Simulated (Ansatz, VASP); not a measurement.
# KTaO3 in VASP and in Ansatz

File INCAR:

```
PREC = Accurate ; ENCUT = 700
EDIFF = 1E-6 ; ISMEAR = 0
SIGMA = 0.05 ; LREAL = False
LASPH = True ; NELM = 120
ALGO = Normal ; ISIF = 2
LWAVE = False ; LCHARG = True
GGA = PS ; LELF = True
LVHAR = True ; NBANDS = 28
GGA_COMPAT = False
```

KPOINTS

```
Automatic mesh
0
Gamma
  8 8 8
```

The input POSCAR:

```
KTaO3
1.0
    3.9660223151      0.0000000000      0.0000000000
    0.0000000000      3.9660223151      0.0000000000
    0.0000000000      0.0000000000      3.8097610359
K Ta O
1 1 3
Direct
    0.5000000000      0.5000000000      0.5000000000
    0.0000000000      0.0000000000      0.0000000000
    0.5000000000      0.0000000000      0.0000000000
    0.0000000000      0.5000000000      0.0000000000
    0.0000000000      0.0000000000      0.5000000000
```

Input for Ansatz:

```yaml
crystal:
  lattice:
    - [3.9660223151, 0.0, 0.0]
    - [0.0, 3.9660223151, 0.0]
    - [0.0, 0.0, 3.8097610359]
  atoms:
    - { symbol: K, position: [0.5, 0.5, 0.5] }
    - { symbol: Ta, position: [0.0, 0.0, 0.0] }
    - { symbol: O, position: [0.5, 0.0, 0.0] }
    - { symbol: O, position: [0.0, 0.5, 0.0] }
    - { symbol: O, position: [0.0, 0.0, 0.5] }
basis:
  ecutwfc: 520.0
kpoints:
  mp_grid: { grid: [8, 8, 8] }
hamiltonian:
  xc: pbesol
  pseudopotentials: { kind: paw }
scf:
  occupations: { method: gaussian, width: 0.05 }
output:
  forces: true
  stress: true
  eigenvalues: true
```

Alike in both runs: task single point; functional PBEsol; k mesh 8 × 8 × 8; occupations gaussian, width 0.05 eV; no spin polarisation.

|  | VASP | Ansatz |
| --- | --- | --- |
| version | VASP 6.6.1 | Ansatz 0.2.0 |
| potentials or method | VASP PAW PBE potentials, release 64 (K_sv, Ta_sv_GW, O), cutoff 700 eV | scalar-relativistic, plane waves, PAW |
| valence electrons in the cell | 40 | 40 |

```tsv
	VASP	Ansatz	Ansatz less VASP
gap on the k mesh at the Fermi level (eV)	2.16	2.17	+0.009
least direct gap on the mesh (eV)	2.72	2.72	+0.003
pressure (GPa)	13.7	13.3	-0.38
traceless stress, the component that is largest in VASP (GPa)	13.40	13.20	-0.199
```

VASP's potentials were made for PBE, not for PBEsol.

Neither program's run includes spin-orbit coupling.
